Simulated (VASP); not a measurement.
# AlGa3N4 (R3m) in VASP: notebook, part 2 of 2

VASP 6.6.1. Earlier steps stand in the parts before.

## 3. Single point, LDA

INCAR reads:

```
SYSTEM = AlGa3N4
PREC = Accurate
ENCUT = 520
EDIFF = 1E-6
ISMEAR = 0
SIGMA = 0.05
LREAL = .FALSE.
LASPH = .TRUE.
NELM = 60
ALGO = Normal
ISIF = 2
LWAVE = .FALSE.
LCHARG = .FALSE.
GGA = CA
NBANDS = 41
```

KPOINTS reads:

```
Automatic mesh
0
G
  6 6 6
  0 0 0
```

POSCAR reads:

```
AlGa3N4
1.0
    4.3382171223      0.0515716627      0.0515716627
    0.0515716627      4.3382171223      0.0515716627
    0.0515716627      0.0515716627      4.3382171223
Al Ga N
1 3 4
Direct
    0.0000000000      0.0000000000      0.0000000000
    0.5000000000      0.5000000000      0.0000000000
    0.5000000000      0.0000000000      0.5000000000
    0.0000000000      0.5000000000      0.5000000000
    0.7548078379      0.7548078379      0.2451921621
    0.7548078379      0.2451921621      0.7548078379
    0.2451921621      0.7548078379      0.7548078379
    0.2451921621      0.2451921621      0.2451921621
```

Potentials or basis: VASP PAW LDA potentials, release 64 (Al, Ga_d, N).

Launch:

```bash
cat potpaw_LDA.64/Al/POTCAR potpaw_LDA.64/Ga_d/POTCAR potpaw_LDA.64/N/POTCAR > POTCAR
mpirun -np 1 vasp_std > vasp.out
```

OUTCAR:

```text
SYSTEM = AlGa3N4
   PREC = Accurate
   ENCUT = 520
   EDIFF = 1E-6
   ISMEAR = 0
   LREAL = .FALSE.
   LASPH = .TRUE.
   NELM = 60
   ISIF = 2
   GGA = CA

 ion  position               nearest neighbor table
   1  0.000  0.000  0.000-   5 1.83   6 1.83   7 1.83   8 1.89   3 3.03   4 3.03   2 3.03   4 3.03
                             2 3.03   3 3.03   3 3.10   4 3.10   4 3.10   2 3.10   3 3.10   2 3.10
   2  0.500  0.500  0.000-   6 1.88   7 1.88   8 1.88   5 1.94   1 3.03   1 3.03   1 3.10   1 3.10

   3  0.500  0.000  0.500-   5 1.88   7 1.88   8 1.88   6 1.94   1 3.03   1 3.03   1 3.10   1 3.10

   4  0.000  0.500  0.500-   5 1.88   6 1.88   8 1.88   7 1.94   1 3.03   1 3.03   1 3.10   1 3.10

   5  0.755  0.755  0.245-   1 1.83   3 1.88   4 1.88   2 1.94
   6  0.755  0.245  0.755-   1 1.83   2 1.88   4 1.88   3 1.94
   7  0.245  0.755  0.755-   1 1.83   2 1.88   3 1.88   4 1.94
   8  0.245  0.245  0.245-   2 1.88   3 1.88   4 1.88   1 1.89

  LATTYP: Found a trigonal (rhomboedric) cell.
 ALAT       =     4.3388301503
 COS(alpha) =     0.0239100710

  Lattice vectors:

 A1 = (   4.3382171223,   0.0515716627,   0.0515716627)
 A2 = (   0.0515716627,   4.3382171223,   0.0515716627)
 A3 = (   0.0515716627,   0.0515716627,   4.3382171223)

Analysis of symmetry for initial positions (statically):
=====================================================================
 Subroutine PRICEL returns:
 Original cell was already a primitive cell.

 Routine SETGRP: Setting up the symmetry group for a
 trigonal (rhombohedral) supercell.

 Subroutine GETGRP returns: Found  6 space group operations
 (whereof  6 operations were pure point group operations)
 out of a pool of 12 trial point group operations.

The static configuration has the point symmetry C_3v.

Analysis of symmetry for dynamics (positions and initial velocities):
=====================================================================
 Subroutine PRICEL returns:
 Original cell was already a primitive cell.

 Routine SETGRP: Setting up the symmetry group for a
[... 139 lines left out ...]
  volume/ion in A,a.u.               =      10.20        68.84
  Fermi-wavevector in a.u.,A,eV,Ry     =   1.493786  2.822846 30.359988  2.231396
  Thomas-Fermi vector in A             =   2.606142
   LORBIT       =      0    0 simple, 1 ext, 2 COOP (PROOUT), +10 PAW based schemes
   GGA     = CA    functional components
   LHFCALC =     F    Hartree Fock is set to
   AEXX    =    0.0000 exact exchange contribution
   IVDW    =     0    specifies the selected vdW correction
   LEPSILON=     F    determine dielectric tensor
   LRPA    =     F    only Hartree local field effects (RPA)
 non-spin polarized calculation
 Gauss-broadening in eV      SIGMA  =   0.05
  energy-cutoff  :      520.00
  volume of cell :       81.61
 maximum number of plane-waves:      2236
   NGX = 17   NGY = 17   NGZ = 17

 number of electron      62.0000068 magnetization

 Free energy of the ion-electron system (eV)
  ---------------------------------------------------
  ext. energy  EPLUGINS =         0.00000000
  ---------------------------------------------------
  free energy    TOTEN  =       -57.83442879 eV

  energy without entropy =      -57.83442879  energy(sigma->0) =      -57.83442879

 E-fermi :   6.4806     XC(G=0): -12.3994

 val. band max:        6.2299351442   @ k =   0.0000   0.0000   0.0000
 cond. band min:       9.1363505934   @ k =   0.0000   0.0000   0.0000
 fundamental gap:      2.9064154492
 Fermi energy:         6.4806430829

 k-point     1 :       0.0000    0.0000    0.0000
  band No.  band energies     occupation
      1     -10.1333      2.00000
      2      -8.6120      2.00000
      3      -8.5477      2.00000
      4      -8.5477      2.00000
      5      -7.1800      2.00000
      6      -7.1347      2.00000
[... 1045 lines left out ...]
     40      16.6257      0.00000
     41      16.9571      0.00000

 [... further k-points ...]
[... 5 lines left out ...]
  --------------------------------------------------------------------------------------
  -------------------------------------------------------------------------------------
  Total        8.1247135      8.1247135      8.1247135     -3.0209631     -3.0209631     -3.0209631
  in kB      159.5024975    159.5024975    159.5024975    -59.3068492    -59.3068492    -59.3068492
  external PRESSURE =     159.5024975 kB  Pullay stress =       0.0000000 kB

 VOLUME and BASIS-vectors are now :
 -----------------------------------------------------------------------------
  energy-cutoff  :      520.00
  volume of cell :       81.61
      direct lattice vectors                 reciprocal lattice vectors
     4.338217122  0.051571663  0.051571663     0.230573843 -0.002708804 -0.002708804
     0.051571663  4.338217122  0.051571663    -0.002708804  0.230573843 -0.002708804
     0.051571663  0.051571663  4.338217122    -0.002708804 -0.002708804  0.230573843

 POSITION                                       TOTAL-FORCE (eV/Angst)
 -----------------------------------------------------------------------------------
      0.00000      0.00000      0.00000         0.274059      0.274059      0.274059
      2.19489      2.19489      0.05157         0.287492      0.287492      0.275905
      2.19489      0.05157      2.19489         0.287492      0.275905      0.287492
      0.05157      2.19489      2.19489         0.275905      0.287492      0.287492
      3.32609      3.32609      1.14155        -0.245447     -0.245447     -0.295206
      3.32609      1.14155      3.32609        -0.245447     -0.295206     -0.245447
      1.14155      3.32609      3.32609        -0.295206     -0.245447     -0.245447
      1.08899      1.08899      1.08899        -0.338849     -0.338849     -0.338849
 -----------------------------------------------------------------------------------
    total drift:                                0.000023      0.000023      0.000023

  FREE ENERGIE OF THE ION-ELECTRON SYSTEM (eV)
  ---------------------------------------------------
  free  energy   TOTEN  =       -57.8344287922 eV

  energy  without entropy=      -57.8344287922  energy(sigma->0) =      -57.83442879
```

Run time: 36 s. Hardware: 1 thread of Intel Xeon 6975P-C (Granite Rapids), shared host; peak memory 0.21 GiB.

What came out:

```yaml
Free_energy: -57.8344 eV
Pressure: 16.0 GPa
Largest_force: 0.587 eV/Å
Band_gap_on_the_k_mesh: 2.91 eV
```

Forces in eV/Å, atoms in the order of the input:
```
Al   0.274  0.274  0.274
Ga   0.287  0.287  0.276
Ga   0.287  0.276  0.287
Ga   0.276  0.287  0.287
N   -0.245 -0.245 -0.295
N   -0.245 -0.295 -0.245
N   -0.295 -0.245 -0.245
N   -0.339 -0.339 -0.339
```

Levels at points of the mesh, in eV from the valence-band top:
```csv
k point,band 28,band 29,band 30,band 31,band 32,band 33,band 34,band 35
"(0.00, 0.00, 0.00)",-2.64,-0.18,0.00,0.00,2.91,3.32,3.32,3.36
"(0.50, 0.00, 0.00)",-1.84,-1.59,-1.50,-1.24,5.15,5.22,6.24,6.28
"(0.50, 0.50, 0.00)",-1.17,-1.15,-1.02,-0.73,7.14,7.37,7.40,7.42
"(0.50, 0.50, 0.50)",-0.95,-0.84,-0.71,-0.71,5.40,5.40,5.70,6.79
```

Caveat: the cell stands under pressure.
